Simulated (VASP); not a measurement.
# Zr (P6_3/mmc) in VASP: single point with PBEsol+D3(BJ)

Aim: the single point of Zr with PBEsol+D3(BJ).

Program: VASP 6.6.1. These are calculated values, not measurements. Logs are shortened: lines on timing, memory, paths and dates and some standing lists are left out, and cuts for length are marked.

## 1. The cell of the first run

It takes space group P6_3/mmc (No. 194, hexagonal). Conventional cell: a = 3.128 Å, b = 3.128 Å, c = 5.065 Å, α = 90.00°, β = 90.00°, γ = 120.00°. Zr (site symmetry -6m2) has 12 Zr at 3.11 to 3.13 Å within 4.1 Å.

## 2. Single point, PBEsol+D3(BJ)

File INCAR:

```
PREC = Accurate ; ENCUT = 500
EDIFF = 1E-6 ; ISMEAR = 0
SIGMA = 0.1 ; LREAL = F
LASPH = T ; NELM = 120
ALGO = Normal ; ISIF = 2
LWAVE = F ; LCHARG = F
GGA = PS ; IVDW = 12
NBANDS = 19 ; GGA_COMPAT = F
```

File KPOINTS:

```
regular mesh
0
Gamma
  15 15 8
```

File POSCAR:

```
Zr
1.0
    3.1283096794      0.0000000000      0.0000000000
   -1.5641548397      2.7091956533      0.0000000000
    0.0000000000      0.0000000000      5.0651955228
Zr
2
Direct
    0.3333333333      0.6666666667      0.2500000000
    0.6666666667      0.3333333333      0.7500000000
```

Potentials or basis: VASP PAW PBE potentials, release 64 (Zr_sv).

Command:

```
$ cat potpaw_PBE.64/Zr_sv/POTCAR > POTCAR
$ mpirun -np 1 vasp_std > vasp.out
```

OUTCAR:

```text
PREC = Accurate
   ENCUT = 500
   EDIFF = 1E-6
   ISMEAR = 0
   LREAL = F
   LASPH = T
   NELM = 120
   ISIF = 2
   GGA = PS
   IVDW = 12
 IVDW          = 12

 ion  position               nearest neighbor table
   1  0.333  0.667  0.250-   2 3.11   2 3.11   2 3.11   2 3.11   2 3.11   2 3.11
   2  0.667  0.333  0.750-   1 3.11   1 3.11   1 3.11   1 3.11   1 3.11   1 3.11

  LATTYP: Found a hexagonal cell.
 ALAT       =     3.1283096794
 C/A-ratio  =     1.6191477321

  Lattice vectors:

 A1 = (   3.1283096794,   0.0000000000,   0.0000000000)
 A2 = (  -1.5641548397,   2.7091956533,   0.0000000000)
 A3 = (   0.0000000000,   0.0000000000,   5.0651955228)

Analysis of symmetry for initial positions (statically):
=====================================================================
 Subroutine PRICEL returns:
 Original cell was already a primitive cell.

 Routine SETGRP: Setting up the symmetry group for a
 hexagonal supercell.

 Subroutine GETGRP returns: Found 24 space group operations
 (whereof 12 operations were pure point group operations)
 out of a pool of 24 trial point group operations.

The static configuration has the point symmetry D_3d.
 The point group associated with its full space group is D_6h.

Analysis of symmetry for dynamics (positions and initial velocities):
=====================================================================
 Subroutine PRICEL returns:
 Original cell was already a primitive cell.

 Routine SETGRP: Setting up the symmetry group for a
 hexagonal supercell.

 Subroutine GETGRP returns: Found 24 space group operations
 (whereof 12 operations were pure point group operations)
 out of a pool of 24 trial point group operations.

The dynamic configuration has the point symmetry D_3d.
 The point group associated with its full space group is D_6h.

 Subroutine INISYM returns: Found 24 space group operations
 (whereof 12 operations are pure point group operations),
 and found     1 'primitive' translations

----------------------------------------------------------------------------------------

                                     Primitive cell

  volume of cell :      42.9286

  direct lattice vectors                    reciprocal lattice vectors
     3.128309679  0.000000000  0.000000000     0.319661447  0.184556623  0.000000000
    -1.564154840  2.709195653  0.000000000     0.000000000  0.369113245  0.000000000
     0.000000000  0.000000000  5.065195523     0.000000000  0.000000000  0.197425745

  length of vectors
     3.128309679  3.128309679  5.065195523     0.369113245  0.369113245  0.197425745

  position of ions in fractional coordinates (direct lattice)
     0.333333333  0.666666667  0.250000000
     0.666666667  0.333333333  0.750000000

  ion indices of the primitive-cell ions
   primitive index   ion index
                 1           1
                 2           2

----------------------------------------------------------------------------------------

 KPOINTS: regular mesh

Automatic generation of k-mesh.
 Grid dimensions read from file:
 generate k-points for:   15   15    8

 Generating k-lattice:

  Cartesian coordinates                     Fractional coordinates (reciprocal lattice)
     0.021310763  0.012303775  0.000000000     0.066666667  0.000000000  0.000000000
     0.000000000  0.024607550  0.000000000     0.000000000  0.066666667  0.000000000
     0.000000000  0.000000000  0.024678218     0.000000000  0.000000000  0.125000000

  Length of vectors
     0.024607550  0.024607550  0.024678218

  Shift w.r.t. Gamma in fractional coordinates (k-lattice)
     0.000000000  0.000000000  0.000000000

 Subroutine IBZKPT returns following result:
 ===========================================

 Found    135 irreducible k-points:

 Following reciprocal coordinates:
            Coordinates               Weight
  0.000000  0.000000  0.000000      1.000000
  0.066667 -0.000000  0.000000      6.000000
  0.133333 -0.000000  0.000000      6.000000
  0.200000 -0.000000  0.000000      6.000000
  0.266667 -0.000000  0.000000      6.000000
  0.333333 -0.000000  0.000000      6.000000
[... 16 lines left out ...]
  0.333333  0.200000  0.000000     12.000000
  0.400000  0.200000  0.000000      6.000000
 [... further k-points ...]
   k-points           NKPTS =    135   k-points in BZ     NKDIM =    135   number of bands    NBANDS=     19
   number of dos      NEDOS =    301   number of ions     NIONS =      2
   total plane-waves  NPLWV =  23040
   dimension x,y,z NGX =    24 NGY =   24 NGZ =   40
   dimension x,y,z NGXF=    48 NGYF=   48 NGZF=   80
   ions per type =               2
   NGX,Y,Z   is equivalent  to a cutoff of  12.75, 12.75, 13.13 a.u.
   NGXF,Y,Z  is equivalent  to a cutoff of  25.51, 25.51, 26.26 a.u.
 SYSTEM =  unknown system
   PREC   = accura    normal or accurate (medium, high low for compatibility)
   ISTART =      0    job   : 0-new  1-cont  2-samecut
   ICHARG =      2    charge: 1-file 2-atom 10-const
   ISPIN  =      1    spin polarized calculation?
   LNONCOLLINEAR =      F non collinear calculations
   LSORBIT =      F    spin-orbit coupling
   LASPH  =      T    aspherical Exc in radial PAW
   ENCUT  =  500.0 eV  36.75 Ry    6.06 a.u.   5.70  5.70  9.24*2*pi/ulx,y,z
   NELM   =    120;   NELMIN=  2; NELMDL= -5     # of ELM steps
   EDIFF  = 0.1E-05   stopping-criterion for ELM
   LREAL  =      F    real-space projection
   EDIFFG = 0.1E-04   stopping-criterion for IOM
   NSW    =      0    number of steps for IOM
   IBRION =     -1    ionic relax: 0-MD 1-quasi-New 2-CG
   NFREE  =      0    steps in history (QN), initial steepest desc. (CG)
   ISIF   =      2    stress and relaxation
   ISYM   =      2    0-nonsym 1-usesym 2-fastsym
   POTIM  = 0.5000    time-step for ionic-motion
   TEBEG  =    0.0;   TEEND  =   0.0 temperature during run
   PSTRESS=    0.0 pullay stress
   NELECT =      24.0000    total number of electrons
   NUPDOWN=      -1.0000    fix difference up-down
   EMIN   =  10.00;   EMAX   =-10.00  energy-range for DOS
   EFERMI =   0.00;   METHOD = LEGACY
   ISMEAR =     0;   SIGMA  =   0.10  broadening in eV -4-tet -1-fermi 0-gaus
   EFERMI_NEDOS =   21; number of points for ismear=-14 and -15
   IALGO  =     38    algorithm
   IMIX   =      4    mixing-type and parameters
     AMIX     =   0.40;   BMIX     =  1.00
     AMIX_MAG =   1.60;   BMIX_MAG =  1.00
  volume/ion in A,a.u.               =      21.46       144.85
  Fermi-wavevector in a.u.,A,eV,Ry     =   1.348641  2.548563 24.746732  1.818833
  Thomas-Fermi vector in A             =   2.476294
   LORBIT       =      0    0 simple, 1 ext, 2 COOP (PROOUT), +10 PAW based schemes
   GGA     = PS    functional components
   LHFCALC =     F    Hartree Fock is set to
   AEXX    =    0.0000 exact exchange contribution
   IVDW    =    12    specifies the selected vdW correction
   LEPSILON=     F    determine dielectric tensor
   LRPA    =     F    only Hartree local field effects (RPA)
 non-spin polarized calculation
 Gauss-broadening in eV      SIGMA  =   0.10
  energy-cutoff  :      500.00
  volume of cell :       42.93
 maximum number of plane-waves:      1104
 NGX is ok and might be reduce to    24
   NGX = 11   NGY = 11   NGZ = 19

 number of electron      23.9999999 magnetization

 Free energy of the ion-electron system (eV)
  ---------------------------------------------------
  ext. energy  EPLUGINS =         0.00000000
  ---------------------------------------------------
  free energy    TOTEN  =       -18.13728905 eV

  energy without entropy =      -18.12696813  energy(sigma->0) =      -18.13212859

 E-fermi :   9.8098     XC(G=0): -11.5792

 val. band max:        9.8065566494   @ k =   0.0667   0.0667   0.3750
 cond. band min:       9.8222983823   @ k =   0.1333   0.1333   0.3750
 fundamental gap:      0.0157417329
 Fermi energy:         9.8097937274

 k-point     1 :       0.0000    0.0000    0.0000
  band No.  band energies     occupation
      1     -38.7884      2.00000
      2     -38.5833      2.00000
      3     -17.4794      2.00000
      4     -16.3521      2.00000
      5     -16.3521      2.00000
      6     -16.2060      2.00000
[... 11 lines left out ...]
     18      12.2060      0.00000
     19      14.6603      0.00000

 k-point     2 :       0.0667   -0.0000    0.0000
  band No.  band energies     occupation
      1     -38.7811      2.00000
      2     -38.5799      2.00000
      3     -17.4617      2.00000
      4     -16.3944      2.00000
      5     -16.3655      2.00000
      6     -16.2287      2.00000
[... 11 lines left out ...]
     18      12.0788      0.00000
     19      14.7545      0.00000

 k-point     3 :       0.1333   -0.0000    0.0000
  band No.  band energies     occupation
      1     -38.7600      2.00000
      2     -38.5703      2.00000
      3     -17.4102      2.00000
      4     -16.5137      2.00000
      5     -16.4023      2.00000
      6     -16.3497      2.00000
[... 11 lines left out ...]
     18      11.9127      0.00000
     19      14.9682      0.00000

 k-point     4 :       0.2000   -0.0000    0.0000
  band No.  band energies     occupation
      1     -38.7281      2.00000
      2     -38.5569      2.00000
      3     -17.3293      2.00000
      4     -16.6885      2.00000
      5     -16.5215      2.00000
      6     -16.4545      2.00000
[... 407 lines left out ...]
     18      15.0594      0.00000
     19      15.9715      0.00000

 k-point    23 :       0.3333    0.2000    0.0000
  band No.  band energies     occupation
      1     -38.5812      2.00000
      2     -38.5259      2.00000
      3     -17.1796      2.00000
      4     -17.0052      2.00000
      5     -16.8785      2.00000
      6     -16.7739      2.00000
[... 11 lines left out ...]
     18      15.0235      0.00000
     19      16.7573      0.00000

 k-point    24 :       0.4000    0.2000    0.0000
  band No.  band energies     occupation
      1     -38.5699      2.00000
      2     -38.5283      2.00000
      3     -17.2080      2.00000
      4     -17.0012      2.00000
      5     -16.8311      2.00000
      6     -16.8128      2.00000
[... 11 lines left out ...]
     18      15.0103      0.00000
     19      16.9619      0.00000

 [... further k-points ...]

------------------------ aborting loop because EDIFF is reached ----------------------------------------

 Edisp (eV)   -1.25016

 E8    (eV) :    -0.9205

  FORCE on cell =-STRESS in cart. coord.  units (eV):
  Direction    XX          YY          ZZ          XY          YZ          ZX
  --------------------------------------------------------------------------------------
  -------------------------------------------------------------------------------------
  Total       0.02572     0.02572     0.02782     0.00000     0.00000     0.00000
  in kB       0.95998     0.95998     1.03836     0.00000     0.00000     0.00000
  external pressure =        0.99 kB  Pullay stress =        0.00 kB

 VOLUME and BASIS-vectors are now :
 -----------------------------------------------------------------------------
  energy-cutoff  :      500.00
  volume of cell :       42.93
      direct lattice vectors                 reciprocal lattice vectors
     3.128309679  0.000000000  0.000000000     0.319661447  0.184556623  0.000000000
    -1.564154840  2.709195653  0.000000000     0.000000000  0.369113245  0.000000000
     0.000000000  0.000000000  5.065195523     0.000000000  0.000000000  0.197425745

 POSITION                                       TOTAL-FORCE (eV/Angst)
 -----------------------------------------------------------------------------------
     -0.00000      1.80613      1.26630         0.000000     -0.000000      0.000000
      1.56415      0.90307      3.79890        -0.000000      0.000000      0.000000
 -----------------------------------------------------------------------------------
    total drift:                                0.000000     -0.000000      0.000000

  FREE ENERGIE OF THE ION-ELECTRON SYSTEM (eV)
  ---------------------------------------------------
  free  energy   TOTEN  =       -19.3874451329 eV

  energy  without entropy=      -19.3771242124  energy(sigma->0) =      -19.38228467
```

Wall time 3.2 min (1 thread of AMD EPYC 7R13, shared host); peak memory 0.2 GiB.

What came out:

| Property | Result |
| --- | --- |
| Free energy | -19.3874 eV |
| Pressure | 0.1 GPa |
| Band gap on the k mesh | zero (band 12 reaches 10.82 eV, above the bottom of band 13 at 9.44 eV) |
| Dispersion energy per atom | -0.625 eV |

Caveat: the PAW data sets were made with another functional, which shifts forces and pressure a little; pairwise dispersion overbinds metals, which lowers pressure and volume.
